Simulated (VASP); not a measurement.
Wanted: the native input for a VASP 6.6.1 run.

- Task: single point
- Functional: PBE
- Potentials or basis: VASP PAW PBE potentials, release 64 (Bi_d, Te, As)
- Cutoff: 520 eV
- k mesh: 6 × 6 × 6
- Occupations: gaussian, width 0.1 eV
- Spin: no spin polarisation
- Dipole correction: no
- Further INCAR settings: ALGO = Normal; EDIFF = 1e-06; NBANDS = 24

The structure of BiTe2As lies in POSCAR:

```
BiTe2As
1.0
    2.1604443384      1.2473331203      7.4357575515
   -2.1604443384      1.2473331203      7.4357575515
    0.0000000000     -2.4946662407      7.4357575515
Bi Te As
1 2 1
Direct
    0.0000000000      0.0000000000      0.0000000000
    0.2421282971      0.2421282971      0.2421282971
    0.7578717029      0.7578717029      0.7578717029
    0.5000000000      0.5000000000      0.5000000000
```

The input as run:

INCAR

```
SYSTEM = BiTe2As
ALGO = Normal
EDIFF = 1E-6
ENCUT = 520
GGA = PE
ISIF = 2
ISMEAR = 0
LASPH = .TRUE.
LCHARG = .FALSE.
LREAL = .FALSE.
LWAVE = .FALSE.
NBANDS = 24
NELM = 60
PREC = Accurate
SIGMA = 0.1
```

KPOINTS

```
k-points
0
G
  6 6 6
  0 0 0
```

Potentials or basis: VASP PAW PBE potentials, release 64 (Bi_d, Te, As).

Launch:

```console
$ cat potpaw_PBE.64/Bi_d/POTCAR potpaw_PBE.64/Te/POTCAR potpaw_PBE.64/As/POTCAR > POTCAR
$ mpirun -np 1 vasp_std > vasp.out
```

Results of the run:

| Quantity | Value |
| --- | --- |
| Pressure | 0.0 GPa |
| Band gap on the k mesh | zero (bands 16 and 17 overlap by 2.36 eV) |

Caveat: spin-orbit coupling is left out, which moves the levels of the heavy elements.

Wall time 2.9 min on 1 thread of Intel(R) Xeon(R) Platinum 8259CL CPU @ 2.50GHz (Skylake/Cascade Lake), on a shared host, peak memory 0.51 GiB.
